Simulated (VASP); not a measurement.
# YbN (F-43m) in VASP: further runs

The runs below take YbN through single point, with PBE+U.

All numbers are computed with VASP 6.6.1; they aren't measurements. Logs are shortened: lines on timing, memory, paths and dates and some standing lists are left out, and cuts for length are marked.

## (1) The cell of the first run

The structure is cubic, space group F-43m (No. 216). Conventional cell: a = 5.306 Å, b = 5.306 Å, c = 5.306 Å, α = 90.00°, β = 90.00°, γ = 90.00°. Yb (site symmetry -43m) has 4 N at 2.30 Å within 3.0 Å. Within 3.0 Å of N (site symmetry -43m) lie 4 Yb at 2.30 Å.

## (2) Single point, PBE+U, collinear spin, ferromagnetic start

Contents of INCAR:

```
PREC = Accurate
ENCUT = 520
EDIFF = 1E-7
ISMEAR = 0
SIGMA = 0.05
LREAL = False
LASPH = True
NELM = 150
ALGO = Normal
ISIF = 2
LWAVE = False
LCHARG = False
ISPIN = 2
MAGMOM = 1 0
LORBIT = 11
LMAXMIX = 6
LDAU = True
LDAUTYPE = 2
LDAUL = 3 -1
LDAUU = 6 0
LDAUJ = 0 0
LDAUPRINT = 1
GGA = PE
NBANDS = 26
```

Contents of KPOINTS:

```
regular mesh
0
Gamma
  6 6 6
```

Contents of POSCAR:

```
YbN
1.0
    0.0000000000      2.6528496000      2.6528496000
    2.6528496000      0.0000000000      2.6528496000
    2.6528496000      2.6528496000      0.0000000000
Yb N
1 1
Direct
    0.0000000000      0.0000000000      0.0000000000
    0.2500000000      0.2500000000      0.2500000000
```

Potentials or basis: VASP PAW PBE potentials, release 64 (Yb, N).

Launch:

```
$ cat potpaw_PBE.64/Yb/POTCAR potpaw_PBE.64/N/POTCAR > POTCAR
$ mpirun -np 1 vasp_std > vasp.out
```

OUTCAR:

```text
PREC = Accurate
   ENCUT = 520
   EDIFF = 1E-7
   ISMEAR = 0
   LREAL = False
   LASPH = True
   NELM = 150
   ISIF = 2
   ISPIN = 2
   LORBIT = 11
   GGA = PE

 ion  position               nearest neighbor table
   1  0.000  0.000  0.000-   2 2.30   2 2.30   2 2.30   2 2.30
   2  0.250  0.250  0.250-   1 2.30   1 2.30   1 2.30   1 2.30

  LATTYP: Found a face centered cubic cell.
 ALAT       =     5.3056992000

  Lattice vectors:

 A1 = (   0.0000000000,   2.6528496000,   2.6528496000)
 A2 = (   2.6528496000,   0.0000000000,   2.6528496000)
 A3 = (   2.6528496000,   2.6528496000,   0.0000000000)

Analysis of symmetry for initial positions (statically):
=====================================================================
 Subroutine PRICEL returns:
 Original cell was already a primitive cell.

 Routine SETGRP: Setting up the symmetry group for a
 face centered cubic supercell.

 Subroutine GETGRP returns: Found 24 space group operations
 (whereof 24 operations were pure point group operations)
 out of a pool of 48 trial point group operations.

The static configuration has the point symmetry T_d .

Analysis of symmetry for dynamics (positions and initial velocities):
=====================================================================
 Subroutine PRICEL returns:
 Original cell was already a primitive cell.

 Routine SETGRP: Setting up the symmetry group for a
 face centered cubic supercell.

 Subroutine GETGRP returns: Found 24 space group operations
 (whereof 24 operations were pure point group operations)
 out of a pool of 48 trial point group operations.

The dynamic configuration has the point symmetry T_d .

Analysis of structural, dynamic, and magnetic symmetry:
=====================================================================
 Subroutine PRICEL returns:
 Original cell was already a primitive cell.

 Routine SETGRP: Setting up the symmetry group for a
 face centered cubic supercell.

 Subroutine GETGRP returns: Found 24 space group operations
 (whereof 24 operations were pure point group operations)
 out of a pool of 48 trial point group operations.

The overall configuration has the point symmetry T_d .

 Subroutine INISYM returns: Found 24 space group operations
 (whereof 24 operations are pure point group operations),
 and found     1 'primitive' translations

----------------------------------------------------------------------------------------

                                     Primitive cell

  volume of cell :      37.3394

  direct lattice vectors                    reciprocal lattice vectors
     0.000000000  2.652849600  2.652849600    -0.188476573  0.188476573  0.188476573
     2.652849600  0.000000000  2.652849600     0.188476573 -0.188476573  0.188476573
     2.652849600  2.652849600  0.000000000     0.188476573  0.188476573 -0.188476573

  length of vectors
     3.751695883  3.751695883  3.751695883     0.326451000  0.326451000  0.326451000

  position of ions in fractional coordinates (direct lattice)
     0.000000000  0.000000000  0.000000000
     0.250000000  0.250000000  0.250000000

  ion indices of the primitive-cell ions
   primitive index   ion index
                 1           1
                 2           2

----------------------------------------------------------------------------------------

 KPOINTS: regular mesh

Automatic generation of k-mesh.
 Grid dimensions read from file:
 generate k-points for:    6    6    6

 Generating k-lattice:

  Cartesian coordinates                     Fractional coordinates (reciprocal lattice)
    -0.031412762  0.031412762  0.031412762     0.166666667  0.000000000  0.000000000
     0.031412762 -0.031412762  0.031412762     0.000000000  0.166666667  0.000000000
     0.031412762  0.031412762 -0.031412762     0.000000000  0.000000000  0.166666667

[... 58 lines left out ...]
   NELECT =      29.0000    total number of electrons
   NUPDOWN=      -1.0000    fix difference up-down
   EMIN   =  10.00;   EMAX   =-10.00  energy-range for DOS
   EFERMI =   0.00;   METHOD = LEGACY
   ISMEAR =     0;   SIGMA  =   0.05  broadening in eV -4-tet -1-fermi 0-gaus
   EFERMI_NEDOS =   21; number of points for ismear=-14 and -15
   IALGO  =     38    algorithm
   IMIX   =      4    mixing-type and parameters
     AMIX     =   0.40;   BMIX     =  1.00
     AMIX_MAG =   1.60;   BMIX_MAG =  1.00
  volume/ion in A,a.u.               =      18.67       125.99
  Fermi-wavevector in a.u.,A,eV,Ry     =   1.504821  2.843700 30.810210  2.264487
  Thomas-Fermi vector in A             =   2.615751
   LORBIT       =     11    0 simple, 1 ext, 2 COOP (PROOUT), +10 PAW based schemes
 LDA+U is selected, type is set to LDAUTYPE =  2
   angular momentum for each species LDAUL =     3   -1
   U (eV)           for each species LDAUU =   6.0  0.0
   J (eV)           for each species LDAUJ =   0.0  0.0
   GGA     = PE    functional components
   LHFCALC =     F    Hartree Fock is set to
   AEXX    =    0.0000 exact exchange contribution
   IVDW    =     0    specifies the selected vdW correction
   LEPSILON=     F    determine dielectric tensor
   LRPA    =     F    only Hartree local field effects (RPA)
 spin polarized calculation
 Gauss-broadening in eV      SIGMA  =   0.05
  energy-cutoff  :      520.00
  volume of cell :       37.34
 maximum number of plane-waves:      1018
   NGX = 13   NGY = 13   NGZ = 13

atom =   1  type =  1  l = 3

 onsite density matrix

spin component  1

  0.9993 -0.0000 -0.0007  0.0000 -0.0000  0.0000  0.0000
 -0.0000  0.9962  0.0000  0.0000  0.0000  0.0000 -0.0000
 -0.0007  0.0000  0.9997 -0.0000  0.0000  0.0000 -0.0000
  0.0000  0.0000 -0.0000  0.9988 -0.0000 -0.0000  0.0000
 -0.0000  0.0000  0.0000 -0.0000  0.9997 -0.0000  0.0007
  0.0000  0.0000  0.0000 -0.0000 -0.0000  1.0003  0.0000
  0.0000 -0.0000 -0.0000  0.0000  0.0007  0.0000  0.9993

spin component  2

  0.9388 -0.0000  0.0668 -0.0000  0.0000 -0.0000  0.0000
 -0.0000  0.9898  0.0000  0.0000  0.0000 -0.0000 -0.0000
  0.0668  0.0000  0.9044 -0.0000 -0.0000 -0.0000  0.0000
 -0.0000  0.0000 -0.0000  0.9905 -0.0000  0.0000 -0.0000
  0.0000  0.0000 -0.0000 -0.0000  0.9044 -0.0000 -0.0668
 -0.0000 -0.0000 -0.0000  0.0000 -0.0000  0.8526 -0.0000
  0.0000 -0.0000  0.0000 -0.0000 -0.0668 -0.0000  0.9388

 occupancies and eigenvectors

  o =  0.8526  v =  0.0000  0.0000  0.0000  0.0000  0.0000  0.0000  0.0000 -0.0735 -0.0000  0.0949  0.0000 -0.7762 -0.1469 -0.6012      0.0000  0.0000  0.0000  0.0000  0.0000  0.0000  0.0000  0.0000  0.0000  0.0000  0.0000  0.0000  0.0000  0.0000
  o =  0.8526  v =  0.0000  0.0000  0.0000  0.0000  0.0000  0.0000  0.0000 -0.6079 -0.0000  0.7848 -0.0000  0.0939  0.0174  0.0728      0.0000  0.0000  0.0000  0.0000  0.0000  0.0000  0.0000  0.0000  0.0000  0.0000  0.0000  0.0000  0.0000  0.0000
  o =  0.8526  v =  0.0000  0.0000  0.0000  0.0000  0.0000  0.0000  0.0000  0.0002 -0.0000 -0.0003 -0.0000  0.1169 -0.9890  0.0906      0.0000  0.0000  0.0000  0.0000  0.0000  0.0000  0.0000  0.0000  0.0000  0.0000  0.0000  0.0000  0.0000  0.0000
  o =  0.9898  v =  0.0000  0.0000  0.0000  0.0000  0.0000  0.0000  0.0000 -0.0000  1.0000 -0.0000 -0.0000 -0.0000 -0.0000  0.0000      0.0000  0.0000  0.0000  0.0000  0.0000  0.0000  0.0000  0.0000  0.0000  0.0000  0.0000  0.0000  0.0000  0.0000
  o =  0.9905  v =  0.0000  0.0000  0.0000  0.0000  0.0000  0.0000  0.0000  0.7906  0.0000  0.6124  0.0023 -0.0005 -0.0000  0.0006      0.0000  0.0000  0.0000  0.0000  0.0000  0.0000  0.0000  0.0000  0.0000  0.0000  0.0000  0.0000  0.0000  0.0000
  o =  0.9905  v =  0.0000  0.0000  0.0000  0.0000  0.0000  0.0000  0.0000  0.0016  0.0000  0.0013 -0.6327  0.4742 -0.0000 -0.6122      0.0000  0.0000  0.0000  0.0000  0.0000  0.0000  0.0000  0.0000  0.0000  0.0000  0.0000  0.0000  0.0000  0.0000
  o =  0.9905  v =  0.0000  0.0000  0.0000  0.0000  0.0000  0.0000  0.0000 -0.0011  0.0000 -0.0008  0.7744  0.3874 -0.0000 -0.5002      0.0000  0.0000  0.0000  0.0000  0.0000  0.0000  0.0000  0.0000  0.0000  0.0000  0.0000  0.0000  0.0000  0.0000
  o =  0.9962  v =  0.0000  1.0000 -0.0000  0.0000  0.0000  0.0000 -0.0000  0.0000  0.0000  0.0000  0.0000  0.0000  0.0000  0.0000      0.0000  0.0000  0.0000  0.0000  0.0000  0.0000  0.0000  0.0000  0.0000  0.0000  0.0000  0.0000  0.0000  0.0000
  o =  0.9988  v =  0.0000  0.0000  0.0000 -0.2933 -0.5854 -0.0000  0.7558  0.0000  0.0000  0.0000  0.0000  0.0000  0.0000  0.0000      0.0000  0.0000  0.0000  0.0000  0.0000  0.0000  0.0000  0.0000  0.0000  0.0000  0.0000  0.0000  0.0000  0.0000
  o =  0.9988  v = -0.7906 -0.0000 -0.6124  0.0000 -0.0000  0.0000  0.0000  0.0000  0.0000  0.0000  0.0000  0.0000  0.0000  0.0000      0.0000  0.0000  0.0000  0.0000  0.0000  0.0000  0.0000  0.0000  0.0000  0.0000  0.0000  0.0000  0.0000  0.0000
  o =  0.9988  v =  0.0000 -0.0000  0.0000  0.9560 -0.1796 -0.0000  0.2318  0.0000  0.0000  0.0000  0.0000  0.0000  0.0000  0.0000      0.0000  0.0000  0.0000  0.0000  0.0000  0.0000  0.0000  0.0000  0.0000  0.0000  0.0000  0.0000  0.0000  0.0000
  o =  1.0003  v =  0.0000  0.0000 -0.0000  0.0000  0.0906 -0.9934  0.0702  0.0000  0.0000  0.0000  0.0000  0.0000  0.0000  0.0000      0.0000  0.0000  0.0000  0.0000  0.0000  0.0000  0.0000  0.0000  0.0000  0.0000  0.0000  0.0000  0.0000  0.0000
  o =  1.0003  v =  0.6124 -0.0000 -0.7906  0.0000 -0.0000  0.0000  0.0000  0.0000  0.0000  0.0000  0.0000  0.0000  0.0000  0.0000      0.0000  0.0000  0.0000  0.0000  0.0000  0.0000  0.0000  0.0000  0.0000  0.0000  0.0000  0.0000  0.0000  0.0000
  o =  1.0003  v =  0.0000  0.0000  0.0000 -0.0000 -0.7854 -0.1146 -0.6083  0.0000  0.0000  0.0000  0.0000  0.0000  0.0000  0.0000      0.0000  0.0000  0.0000  0.0000  0.0000  0.0000  0.0000  0.0000  0.0000  0.0000  0.0000  0.0000  0.0000  0.0000

 number of electron      28.9999990 magnetization       0.9999272

 Free energy of the ion-electron system (eV)
  ---------------------------------------------------
  ext. energy  EPLUGINS =         0.00000000
  ---------------------------------------------------
  free energy    TOTEN  =       -12.07383506 eV

  energy without entropy =      -12.06976625  energy(sigma->0) =      -12.07180065

 E-fermi :   0.6880     XC(G=0): -10.2494

 val. band max:        0.6502341630   @ k =  -0.3333   0.3333   0.0000
 cond. band min:       0.6953280610   @ k =   0.3333   0.1667   0.0000
 fundamental gap:      0.0450938980
 Fermi energy:         0.6880165908

 spin component 1

 k-point     1 :       0.0000    0.0000    0.0000
  band No.  band energies     occupation
      1     -48.9276      1.00000
      2     -21.0691      1.00000
      3     -21.0691      1.00000
      4     -21.0691      1.00000
      5     -11.9146      1.00000
      6      -1.4241      1.00000
[... 453 lines left out ...]
     25      19.0426      0.00000
     26      19.5374      0.00000
 Fermi energy:         0.6880165908

 spin component 2

 k-point     1 :       0.0000    0.0000    0.0000
  band No.  band energies     occupation
      1     -48.7145      1.00000
      2     -20.9227      1.00000
      3     -20.9227      1.00000
      4     -20.9227      1.00000
      5     -11.2766      1.00000
      6      -1.0092      1.00000
[... 453 lines left out ...]
     25      19.1617      0.00000
     26      19.8840      0.00000

------------------------ aborting loop because EDIFF is reached ----------------------------------------

  FORCE on cell =-STRESS in cart. coord.  units (eV):
  Direction    XX          YY          ZZ          XY          YZ          ZX
  --------------------------------------------------------------------------------------
  -------------------------------------------------------------------------------------
  Total       -0.9797456     -0.9797456     -0.9797456     -0.0000000      0.0000000      0.0000000
  in kB      -42.0393539    -42.0393539    -42.0393539     -0.0000000      0.0000000      0.0000000
  external PRESSURE =     -42.0393539 kB  Pullay stress =       0.0000000 kB

 VOLUME and BASIS-vectors are now :
 -----------------------------------------------------------------------------
  energy-cutoff  :      520.00
  volume of cell :       37.34
      direct lattice vectors                 reciprocal lattice vectors
     0.000000000  2.652849600  2.652849600    -0.188476573  0.188476573  0.188476573
     2.652849600  0.000000000  2.652849600     0.188476573 -0.188476573  0.188476573
     2.652849600  2.652849600  0.000000000     0.188476573  0.188476573 -0.188476573

 POSITION                                       TOTAL-FORCE (eV/Angst)
 -----------------------------------------------------------------------------------
      0.00000      0.00000      0.00000         0.000000      0.000000      0.000000
      1.32642      1.32642      1.32642        -0.000000     -0.000000     -0.000000
 -----------------------------------------------------------------------------------
    total drift:                               -0.000000     -0.000000     -0.000000

  FREE ENERGIE OF THE ION-ELECTRON SYSTEM (eV)
  ---------------------------------------------------
  free  energy   TOTEN  =       -12.0738350615 eV

  energy  without entropy=      -12.0697662473  energy(sigma->0) =      -12.07180065

 total charge

# of ion       s       p       d       f       tot
--------------------------------------------------
    1        2.162   6.080   0.539  13.499  22.280
    2        1.269   2.352   0.000   0.000   3.620
--------------------------------------------------
tot          3.430   8.432   0.539  13.499  25.900

 magnetization (x)

# of ion       s       p       d       f       tot
--------------------------------------------------
    1       -0.002   0.022   0.020   0.474   0.513
    2        0.008   0.349   0.000   0.000   0.357
--------------------------------------------------
tot          0.006   0.371   0.020   0.474   0.871
```

It took 58 s on 1 thread of AMD EPYC 7R13 (Zen 3), shared host; peak memory 0.17 GiB.

Results:

| Quantity | Value |
| --- | --- |
| Free energy | -12.0738 eV |
| Pressure | -4.2 GPa |
| Band gap on the k mesh | zero (filled and empty bands overlap) |
| Net moment | 1.00 μB per cell |
| Site moments | Yb +0.51; N +0.36 μB |
| Valence electrons inside the program's atomic spheres | Yb 22.28; N 3.62 |

Eigenvalues of the final occupation matrices:
```tsv
site	spin	trace	eigenvalues
site 1 f	1	6.99	1.00 1.00 1.00 1.00 1.00 1.00 1.00
site 1 f	2	6.52	0.85 0.85 0.85 0.99 0.99 0.99 0.99
```

Caveat: spin-orbit coupling is left out, which moves the levels of the heavy elements. The state reached can hang on the start; a lower one may exist.

## (3) Single point, PBE+U, collinear spin, ferrimagnetic start

Contents of INCAR:

```
SYSTEM = YbN
ALGO     = Normal         ! electronic algorithm
EDIFF    = 1E-6           ! SCF threshold, eV
ENCUT    = 520            ! plane-wave cutoff, eV
GGA      = PE             ! functional
ISIF     = 2              ! what is computed and relaxed
ISMEAR   = 0              ! smearing method
ISPIN    = 2              ! spin polarisation
LASPH    = .True.         ! aspherical terms in the spheres
LCHARG   = .False.        ! write CHGCAR
LDAU     = .True.         ! DFT+U
LDAUJ    = 0 0          
LDAUL    = 3 -1           ! shell
LDAUPRINT= 1            
LDAUTYPE = 2            
LDAUU    = 6 0            ! U, eV
LMAXMIX  = 6              ! l up to which the mixer works
LORBIT   = 11             ! projections on sites
LREAL    = .False.        ! projectors in reciprocal space
LWAVE    = .False.        ! write WAVECAR
MAGMOM   = 1.09 -0.01     ! initial moments
NBANDS   = 26             ! bands
NELM     = 150            ! most SCF steps
PREC     = Accurate       ! precision mode
SIGMA    = 0.05           ! smearing width, eV
```

Contents of KPOINTS:

```
k-points
0
Gamma
  6 6 6
  0 0 0
```

POSCAR is that of step 2.

Potentials or basis: VASP PAW PBE potentials, release 64 (Yb, N).

Launch:

```
$ cat potpaw_PBE.64/Yb/POTCAR potpaw_PBE.64/N/POTCAR > POTCAR
$ mpirun -np 1 vasp_std > vasp.out
```

It took 62 s on 1 thread of AMD EPYC 7R13 (Zen 3), shared host; peak memory 0.17 GiB.

The run converged. Its results:

* Free energy: -12.0738 eV
* Pressure: -4.1 GPa
* Band gap on the k mesh: zero (filled and empty bands overlap)
* Net moment: 1.00 μB per cell
* Site moments: Yb +0.51; N +0.36 μB
* Valence electrons inside the program's atomic spheres: Yb 22.28; N 3.62

Levels at points of the mesh, in eV from the Fermi level:
Spin up:
```csv
k point,band 12,band 13,band 14,band 15,band 16,band 17,band 18,band 19
"(0.00, 0.00, 0.00)",-1.74,-1.11,-1.11,-1.11,2.11,6.87,6.87,9.45
"(0.50, 0.00, 0.00)",-1.66,-1.46,-0.87,-0.87,4.96,6.66,6.84,6.84
"(0.50, 0.50, 0.00)",-1.59,-1.49,-0.27,-0.27,3.06,5.55,8.69,8.90
```
Spin down:
```tsv
k point	band 12	band 13	band 14	band 15	band 16	band 17
(0.00, 0.00, 0.00)	-0.67	-0.30	-0.30	-0.30	2.20	6.92
(0.50, 0.00, 0.00)	-0.74	-0.30	-0.08	-0.08	5.13	6.71
(0.50, 0.50, 0.00)	-0.68	-0.39	0.52	0.52	3.01	5.77
```

Eigenvalues of the final occupation matrices:
```csv
site,spin,trace,eigenvalues
site 1 f,1,6.99,1.00 1.00 1.00 1.00 1.00 1.00 1.00
site 1 f,2,6.52,0.85 0.85 0.85 0.99 0.99 0.99 0.99
```

Caveat: spin-orbit coupling is left out, which moves the levels of the heavy elements. The state reached can hang on the start; a lower one may exist.
